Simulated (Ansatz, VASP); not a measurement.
## Rh: VASP beside Ansatz

File INCAR:

```
PREC = Accurate ; ENCUT = 520
EDIFF = 1E-6 ; ISMEAR = 0
SIGMA = 0.15 ; LREAL = False
LASPH = True ; NELM = 80
ALGO = Fast ; ISIF = 2
LWAVE = False ; LCHARG = False
GGA = PS ; NBANDS = 14
```

KPOINTS

```
regular mesh
0
Gamma
  22 22 22
```

Contents of POSCAR:

```
Rh
1.0
    0.0000000000      1.9300732500      1.9585965000
    1.9300732500      0.0000000000      1.9585965000
    1.9300732500      1.9300732500      0.0000000000
Rh
1
Direct
    0.0000000000      0.0000000000      0.0000000000
```

Input for Ansatz:

```yaml
crystal:
  lattice:
    - [0.0, 1.93007325, 1.9585965]
    - [1.93007325, 0.0, 1.9585965]
    - [1.93007325, 1.93007325, 0.0]
  atoms:
    - { symbol: Rh, position: [0.0, 0.0, 0.0] }
basis:
  ecutwfc: 420
kpoints:
  mp_grid: { grid: [22, 22, 22] }
hamiltonian:
  xc: pbesol
scf:
  occupations: { method: gaussian, width: 0.15 }
output:
  forces: true
  stress: true
  eigenvalues: true
```

Change from the starting cell: strain +0.015 along x and y, +0.030 along z, atoms carried along.

Alike in both runs: task single point; functional PBEsol; k mesh 22 × 22 × 22; occupations gaussian, width 0.15 eV; no spin polarisation.

|  | VASP | Ansatz |
| --- | --- | --- |
| version | VASP 6.6.1 | Ansatz 0.2.0 |
| potentials or method | VASP PAW PBE potentials, release 64 (Rh_pv), cutoff 520 eV | scalar-relativistic, plane waves, PAW |
| valence electrons in the cell | 15 | 17 |

|  | VASP | Ansatz | Ansatz less VASP |
| --- | --- | --- | --- |
| gap on the k mesh at the Fermi level (eV) | none | none | - |
| pressure (GPa) | -18.7 | -18.7 | +0.06 |
| traceless stress, the component that is largest in VASP (GPa) | -2.04 | -2.05 | -0.009 |

VASP's potentials were made for PBE, not for PBEsol. A gap of «none» marks a metal or a gap that the smearing closes. With one functional, cell and mesh, what is left measures potentials, basis and numerics. VASP's potentials hold 15 valence electrons a cell and Ansatz's 17, so a difference there can come from the potentials and not from the codes.
